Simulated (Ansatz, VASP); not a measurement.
**TiAl3: VASP beside Ansatz**

INCAR

```
ALGO = Fast ; EDIFF = 1E-7
ENCUT = 520 ; GGA = CA
ISIF = 2 ; ISMEAR = -1
LASPH = T ; LCHARG = F
LREAL = F ; LWAVE = F
NBANDS = 18 ; NELM = 60
PREC = Accurate ; SIGMA = 0.05
```

File KPOINTS:

```
k-points
0
Gamma
  9 6 6
```

POSCAR

```
TiAl3
1.0
    2.8953710807      0.0000000000      0.0000000000
    0.0000000000      4.7730767995      0.0000000000
    0.0000000000      0.0000000000      4.9968593826
Ti Al
1 3
Direct
    0.0000000000      0.5000000000      0.1659160000
    0.0000000000      0.0000000000      0.8359000000
    0.5000000000      0.0000000000      0.3309120000
    0.5000000000      0.5000000000      0.6672710000
```

The input input.yaml:

```yaml
crystal:
  lattice:
    - [2.8953710807, 0.0, 0.0]
    - [0.0, 4.7730767995, 0.0]
    - [0.0, 0.0, 4.9968593826]
  atoms:
    - { symbol: Ti, position: [0.0, 0.5, 0.165916] }
    - { symbol: Al, position: [0.0, 0.0, 0.8359] }
    - { symbol: Al, position: [0.5, 0.0, 0.330912] }
    - { symbol: Al, position: [0.5, 0.5, 0.667271] }
kpoints:
  mp_grid: { grid: [9, 6, 6] }
scf:
  occupations: { method: fermi_dirac, width: 0.05 }
hamiltonian:
  xc: lda
  pseudopotentials: { kind: all_electron, lapw: { basis_error: 0.002 } }
output:
  forces: true
  stress: true
  eigenvalues: true
```

Change from the starting cell: volume scaled by 1.06.

Alike in both runs: task single point; functional LDA; k mesh 9 × 6 × 6; occupations fermi-dirac, width 0.05 eV; no spin polarisation.

```csv
,VASP,Ansatz
version,VASP 6.6.1,Ansatz 0.2.0
potentials or method,"VASP PAW LDA potentials, release 64 (Ti_sv, Al), cutoff 520 eV","all-electron LAPW, scalar-relativistic"
```

Ansatz gave:

```
gap on the k mesh at the Fermi level (eV)                     : none
pressure (GPa)                                                : -9.5
traceless stress, the component that is largest in VASP (GPa) : -1.86
rms of the force components (eV/Å)                            : 0.041
```

**Question.** Estimate VASP's values.

**Answer.** gap on the k mesh at the Fermi level (eV): none; pressure (GPa): -9.5; traceless stress, the component that is largest in VASP (GPa): -1.85; rms of the force components (eV/Å): 0.040.

LDA's correlation is that of Perdew and Zunger in VASP and of Perdew and Wang (1992) in Ansatz. Atom by atom the forces differ by 0.001 eV/Å (rms over components). A gap of «none» marks a metal or a gap that the smearing closes. Ansatz ran all-electron here, and VASP with PAW potentials.
